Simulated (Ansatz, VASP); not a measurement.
**Co in VASP and in Ansatz**

```
CELL_PARAMETERS angstrom
0.00000 1.77246 1.77246
1.77246 0.00000 1.77246
1.77246 1.77246 0.00000
ATOMIC_POSITIONS crystal
Co 0.00000 0.00000 0.00000
```

Alike in both runs: task single point; functional revPBE; k mesh 17 × 17 × 17; occupations fermi-dirac, width 0.05 eV; collinear spin.

|  | VASP | Ansatz |
| --- | --- | --- |
| version | VASP 6.6.1 | Ansatz 0.2.0 |
| potentials or method | VASP PAW PBE potentials, release 64 (Co), cutoff 520 eV | plane waves (420 eV) with PAW, scalar-relativistic |
| valence electrons in the cell | 9 | 17 |

```csv
,VASP,Ansatz,Ansatz less VASP
pressure (GPa),-0.4,0.1,+0.52
net moment per atom (μB),1.67,1.68,+0.008
size of the moment on the site where the two differ most (μB),1.70,1.76,+0.058
```

VASP's potentials were made for PBE, not for revPBE. Site moments also hang on the region over which each program counts them. VASP's potentials hold 9 valence electrons a cell and Ansatz's 17, so a difference there can come from the potentials and not from the codes.
